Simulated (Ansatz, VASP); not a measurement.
# Two plane-wave programs on Au

The input INCAR:

```
PREC = Accurate
ENCUT = 600
EDIFF = 1E-6
ISMEAR = 0
SIGMA = 0.1
LREAL = F
LASPH = T
NELM = 100
ALGO = Normal
ISIF = 3
LWAVE = F
LCHARG = F
GGA = PE
IBRION = 2
NSW = 90
EDIFFG = -0.04
```

File KPOINTS:

```
Automatic mesh
0
Gamma
  3 3 3
```

File POSCAR:

```
Au
1.0
    3.3977989482      1.9617201374      5.7946136720
   -3.3977989482      1.9617201374      5.7946136720
    0.0000000000     -3.9234402747      5.7946136720
Au
12
Direct
    0.0101900000      0.6536100000      0.0101900000
    0.0101900000      0.0101900000      0.6536100000
    0.6536100000      0.0101900000      0.0101900000
    0.9898100000      0.3463900000      0.9898100000
    0.3463900000      0.9898100000      0.9898100000
    0.9898100000      0.9898100000      0.3463900000
    0.2211800000      0.6306000000      0.2211800000
    0.2211800000      0.2211800000      0.6306000000
    0.6306000000      0.2211800000      0.2211800000
    0.7788200000      0.3694000000      0.7788200000
    0.3694000000      0.7788200000      0.7788200000
    0.7788200000      0.7788200000      0.3694000000
```

Input for Ansatz:

```yaml
crystal:
  lattice:
    - [3.3977989482, 1.9617201374, 5.794613672]
    - [-3.3977989482, 1.9617201374, 5.794613672]
    - [0.0, -3.9234402747, 5.794613672]
  atoms:
    - { symbol: Au, position: [0.01019, 0.65361, 0.01019] }
    - { symbol: Au, position: [0.01019, 0.01019, 0.65361] }
    - { symbol: Au, position: [0.65361, 0.01019, 0.01019] }
    - { symbol: Au, position: [0.98981, 0.34639, 0.98981] }
    - { symbol: Au, position: [0.34639, 0.98981, 0.98981] }
    - { symbol: Au, position: [0.98981, 0.98981, 0.34639] }
    - { symbol: Au, position: [0.22118, 0.6306, 0.22118] }
    - { symbol: Au, position: [0.22118, 0.22118, 0.6306] }
    - { symbol: Au, position: [0.6306, 0.22118, 0.22118] }
    - { symbol: Au, position: [0.77882, 0.3694, 0.77882] }
    - { symbol: Au, position: [0.3694, 0.77882, 0.77882] }
    - { symbol: Au, position: [0.77882, 0.77882, 0.3694] }
basis:
  ecutwfc: 420
kpoints:
  mp_grid: { grid: [3, 3, 3] }
hamiltonian:
  xc: pbe
scf:
  occupations: { method: gaussian, width: 0.1 }
  lower_state_search: "off"
output:
  forces: true
  stress: true
  eigenvalues: true
relax:
  adjacent_minimum: "off"
  f_tol: 0.04
  max_steps: 70
  cell: { stress_tol: 0.4 }
```

Alike in both runs: task relaxation of cell and atoms; functional PBE; k mesh 3 × 3 × 3; occupations gaussian, width 0.1 eV; no spin polarisation.

|  | VASP | Ansatz |
| --- | --- | --- |
| version | VASP 6.6.1 | Ansatz 0.2.0 |
| potentials or method | VASP PAW PBE potentials, release 64 (Au), cutoff 600 eV | scalar-relativistic, plane waves, PAW |
| valence electrons in the cell | 132 | 228 |

```csv
,VASP,Ansatz,Ansatz less VASP
"gap on the k mesh at the Fermi level, each at its own relaxed structure (eV)",none,none,-
relaxed volume (Å³/atom),25.70,25.75,+0.058
relaxed cell length with the largest relative difference (Å),7.774,7.766,-0.0088
```

A gap of «none» marks a metal or a gap that the smearing closes. VASP's potentials hold 132 valence electrons a cell and Ansatz's 228, so a difference there can come from the potentials and not from the codes.

The k mesh is coarse, so the values compare programs but aren't converged. Neither program's run includes spin-orbit coupling. Noted on VASP's run: the volume moved by over 15 % at a fixed basis, so the end points are rough.
